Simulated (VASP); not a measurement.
Input of a VASP 6.6.1 run:

The input INCAR:

```
PREC = Accurate
ENCUT = 520
EDIFF = 1E-6
ISMEAR = 0
SIGMA = 0.1
LREAL = False
LASPH = True
NELM = 60
ALGO = Normal
ISIF = 2
LWAVE = False
LCHARG = False
GGA = PE
NBANDS = 34
```

Contents of KPOINTS:

```
Automatic mesh
0
Gamma
  6 6 2
```

The input POSCAR:

```
In2GeS2
1.0
    4.2834939985      0.0000000028      0.0000000000
   -2.1417470017      3.7096146183      0.0000000000
    0.0000000000      0.0000000000      8.7069549162
In Ge S
2 1 2
Direct
    0.6666666667      0.3333333333      0.1944588523
    0.6666666667      0.3333333333      0.8055411477
    0.0000000000      0.0000000000      0.5000000000
    0.0000000000      0.0000000000      0.0000000000
    0.3333333333      0.6666666667      0.5000000000
```

Potentials or basis: VASP PAW PBE potentials, release 64 (In_d, Ge_d, S).

Command:

```sh
$ cat potpaw_PBE.64/In_d/POTCAR potpaw_PBE.64/Ge_d/POTCAR potpaw_PBE.64/S/POTCAR > POTCAR
$ mpirun -np 1 vasp_std > vasp.out
```

**Question.** Estimate the pressure.

**Answer.** -0.1 GPa.

**Question.** Predict the largest force.

**Answer.** 0.015 eV/Å.

Stress tensor (GPa, compression positive):
```
-0.18  0.00  0.00
 0.00 -0.18  0.00
 0.00  0.00  0.03
```

Caveat: the k points lie up to 0.36 Å⁻¹ apart, too coarse for converged energies and pressures of a metal.
